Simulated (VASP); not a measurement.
# HfB2 (P6/mmm) in VASP: single point with PBEsol

Aim: the single point of HfB2 with PBEsol.

All numbers are computed with VASP 6.6.1; they aren't measurements. Logs are shortened: lines on timing, memory, paths and dates and some standing lists are left out, and cuts for length are marked.

## Step 1: The cell of the first run

The structure is hexagonal, space group P6/mmm (No. 191). Conventional cell: a = 3.140 Å, b = 3.140 Å, c = 3.480 Å, α = 90.00°, β = 90.00°, γ = 120.00°. Hf (site symmetry 6/mmm) has 12 B at 2.51 Å and 6 Hf at 3.14 Å within 3.3 Å. Within 2.4 Å of B (site symmetry -6m2) lie 3 B at 1.81 Å.

## Step 2: Single point, PBEsol

Contents of INCAR:

```
PREC = Accurate
ENCUT = 520
EDIFF = 1E-6
ISMEAR = 1
SIGMA = 0.05
LREAL = False
LASPH = True
NELM = 100
ALGO = Normal
ISIF = 2
LWAVE = False
LCHARG = False
GGA = PS
NBANDS = 15
```

Contents of KPOINTS:

```
regular mesh
0
Gamma
  12 12 10
```

Contents of POSCAR:

```
HfB2
1.0
    3.1400000000      0.0000000000      0.0000000000
   -1.5700000000      2.7193197679      0.0000000000
    0.0000000000      0.0000000000      3.4800000000
Hf B
1 2
Direct
    0.0000000000      0.0000000000      0.0000000000
    0.3333330000      0.6666670000      0.5000000000
    0.6666670000      0.3333330000      0.5000000000
```

Potentials or basis: VASP PAW PBE potentials, release 64 (Hf_pv, B).

On the command line:

```bash
> cat potpaw_PBE.64/Hf_pv/POTCAR potpaw_PBE.64/B/POTCAR > POTCAR
> mpirun -np 1 vasp_std > vasp.out
```

OUTCAR:

```text
PREC = Accurate
   ENCUT = 520
   EDIFF = 1E-6
   ISMEAR = 1
   LREAL = False
   LASPH = True
   NELM = 100
   ISIF = 2
   GGA = PS

 ion  position               nearest neighbor table
   1  0.000  0.000  0.000-   2 2.51   3 2.51   2 2.51   3 2.51   3 2.51   3 2.51   2 2.51   2 2.51
                             3 2.51   3 2.51   2 2.51   2 2.51
   2  0.333  0.667  0.500-   3 1.81   3 1.81   3 1.81   1 2.51   1 2.51   1 2.51   1 2.51   1 2.51
                             1 2.51
   3  0.667  0.333  0.500-   2 1.81   2 1.81   2 1.81   1 2.51   1 2.51   1 2.51   1 2.51   1 2.51
                             1 2.51

  LATTYP: Found a hexagonal cell.
 ALAT       =     3.1400000000
 C/A-ratio  =     1.1082802548

  Lattice vectors:

 A1 = (   3.1400000000,   0.0000000000,   0.0000000000)
 A2 = (  -1.5700000000,   2.7193197679,   0.0000000000)
 A3 = (   0.0000000000,   0.0000000000,   3.4800000000)

Analysis of symmetry for initial positions (statically):
=====================================================================
 Subroutine PRICEL returns:
 Original cell was already a primitive cell.

 Routine SETGRP: Setting up the symmetry group for a
 hexagonal supercell.

 Subroutine GETGRP returns: Found 24 space group operations
 (whereof 24 operations were pure point group operations)
 out of a pool of 24 trial point group operations.

The static configuration has the point symmetry D_6h.

Analysis of symmetry for dynamics (positions and initial velocities):
=====================================================================
 Subroutine PRICEL returns:
 Original cell was already a primitive cell.

 Routine SETGRP: Setting up the symmetry group for a
 hexagonal supercell.

 Subroutine GETGRP returns: Found 24 space group operations
 (whereof 24 operations were pure point group operations)
 out of a pool of 24 trial point group operations.

The dynamic configuration has the point symmetry D_6h.

 Subroutine INISYM returns: Found 24 space group operations
 (whereof 24 operations are pure point group operations),
 and found     1 'primitive' translations

----------------------------------------------------------------------------------------

                                     Primitive cell

  volume of cell :      29.7146

  direct lattice vectors                    reciprocal lattice vectors
     3.140000000  0.000000000  0.000000000     0.318471338  0.183869512  0.000000000
[... 94 lines left out ...]
   ISIF   =      2    stress and relaxation
   ISYM   =      2    0-nonsym 1-usesym 2-fastsym
   POTIM  = 0.5000    time-step for ionic-motion
   TEBEG  =    0.0;   TEEND  =   0.0 temperature during run
   PSTRESS=    0.0 pullay stress
   NELECT =      16.0000    total number of electrons
   NUPDOWN=      -1.0000    fix difference up-down
   EMIN   =  10.00;   EMAX   =-10.00  energy-range for DOS
   EFERMI =   0.00;   METHOD = LEGACY
   ISMEAR =     1;   SIGMA  =   0.05  broadening in eV -4-tet -1-fermi 0-gaus
   EFERMI_NEDOS =   21; number of points for ismear=-14 and -15
   IALGO  =     38    algorithm
   IMIX   =      4    mixing-type and parameters
     AMIX     =   0.40;   BMIX     =  1.00
     AMIX_MAG =   1.60;   BMIX_MAG =  1.00
  volume/ion in A,a.u.               =       9.90        66.84
  Fermi-wavevector in a.u.,A,eV,Ry     =   1.331860  2.516850 24.134693  1.773850
  Thomas-Fermi vector in A             =   2.460838
   LORBIT       =      0    0 simple, 1 ext, 2 COOP (PROOUT), +10 PAW based schemes
   GGA     = PS    functional components
   LHFCALC =     F    Hartree Fock is set to
   AEXX    =    0.0000 exact exchange contribution
   IVDW    =     0    specifies the selected vdW correction
   LEPSILON=     F    determine dielectric tensor
   LRPA    =     F    only Hartree local field effects (RPA)
 non-spin polarized calculation
 Methfessel and Paxton  Order N= 1 SIGMA  =   0.05
  energy-cutoff  :      520.00
  volume of cell :       29.71
 maximum number of plane-waves:       816
 NGX is ok and might be reduce to    24
   NGX = 11   NGY = 11   NGZ = 13

 number of electron      15.9999998 magnetization

 Free energy of the ion-electron system (eV)
  ---------------------------------------------------
  ext. energy  EPLUGINS =         0.00000000
  ---------------------------------------------------
  free energy    TOTEN  =       -27.85895186 eV

  energy without entropy =      -27.85894295  energy(sigma->0) =      -27.85894889

 E-fermi :   7.7001     XC(G=0): -12.6814

 val. band max:        7.6858105317   @ k =   0.0833   0.0833   0.3000
 cond. band min:       7.7432784026   @ k =   0.0833   0.0833   0.3000
 fundamental gap:      0.0574678710
 Fermi energy:         7.7001178859

 k-point     1 :       0.0000    0.0000    0.0000
  band No.  band energies     occupation
      1     -23.0270      2.00000
      2     -22.5204      2.00000
      3     -22.5204      2.00000
      4      -6.1725      2.00000
      5       4.5086      2.00000
      6       4.6641      2.00000
      7       4.6642      2.00000
      8       4.8022      2.00000
      9      11.5433      0.00000
     10      11.5433      0.00000
     11      12.2143      0.00000
     12      12.2143      0.00000
     13      12.5498      0.00000
     14      12.5498      0.00000
[... 401 lines left out ...]
      2     -22.9504      2.00000
      3     -22.6522      2.00000
      4      -3.9419      2.00000
      5       0.6479      2.00000
      6       3.6509      2.00000
      7       4.1858      2.00000
      8       5.1158      2.00000
      9       9.7991      0.00000
     10      10.5609      0.00000
     11      11.0032      0.00000
     12      12.4512      0.00000
     13      14.1756      0.00000
     14      15.9545      0.00000
     15      18.5136      0.00000

 [... further k-points ...]
[... 5 lines left out ...]
  --------------------------------------------------------------------------------------
  -------------------------------------------------------------------------------------
  Total       -0.7572946     -0.7572946     -0.9820678      0.0000000      0.0000000      0.0000000
  in kB      -40.8325276    -40.8325276    -52.9520637      0.0000000      0.0000000      0.0000000
  external PRESSURE =     -44.8723730 kB  Pullay stress =       0.0000000 kB

 VOLUME and BASIS-vectors are now :
 -----------------------------------------------------------------------------
  energy-cutoff  :      520.00
  volume of cell :       29.71
      direct lattice vectors                 reciprocal lattice vectors
     3.140000000  0.000000000  0.000000000     0.318471338  0.183869512  0.000000000
    -1.570000000  2.719319768  0.000000000     0.000000000  0.367739025  0.000000000
     0.000000000  0.000000000  3.480000000     0.000000000  0.000000000  0.287356322

 POSITION                                       TOTAL-FORCE (eV/Angst)
 -----------------------------------------------------------------------------------
      0.00000      0.00000      0.00000         0.000000      0.000000      0.000000
     -0.00000      1.81288      1.74000        -0.000000     -0.000000      0.000000
      1.57000      0.90644      1.74000         0.000000      0.000000     -0.000000
 -----------------------------------------------------------------------------------
    total drift:                                0.000000     -0.000000      0.000000

  FREE ENERGIE OF THE ION-ELECTRON SYSTEM (eV)
  ---------------------------------------------------
  free  energy   TOTEN  =       -27.8589518628 eV

  energy  without entropy=      -27.8589429535  energy(sigma->0) =      -27.85894889
```

stdout:

```text
POSCAR found type information on POSCAR HfB
 POSCAR found :  2 types and       3 ions
 scaLAPACK will be used
 -----------------------------------------------------------------------------
|                                                                             |
|                                                                             |
|     You enforced a specific xc type in the INCAR file but a different       |
|     I HOPE YOU KNOW WHAT YOU ARE DOING!                                     |
|                                                                             |
 -----------------------------------------------------------------------------

 LDA part: xc-table for (Slater+PW92), standard interpolation
 POSCAR, INCAR and KPOINTS ok, starting setup
 FFT: planning ... GRIDC
 FFT: planning ... GRID_SOFT
 FFT: planning ... GRID
 WAVECAR not read
 entering main loop
```

Run time: 19 s. Hardware: 1 thread of Intel Xeon 6975P-C (Granite Rapids), shared host; peak memory 0.18 GiB.

What came out:

- Free energy: -27.8590 eV
- Pressure: -4.5 GPa
- Band gap on the k mesh: zero (band 8 reaches 8.26 eV, above the bottom of band 9 at 6.97 eV)

Stress tensor (GPa, compression positive):
```
-4.08  0.00  0.00
 0.00 -4.08  0.00
 0.00  0.00 -5.30
```

Caveat: the PAW data sets were made with another functional, which shifts forces and pressure a little; spin-orbit coupling is left out, which moves the levels of the heavy elements.
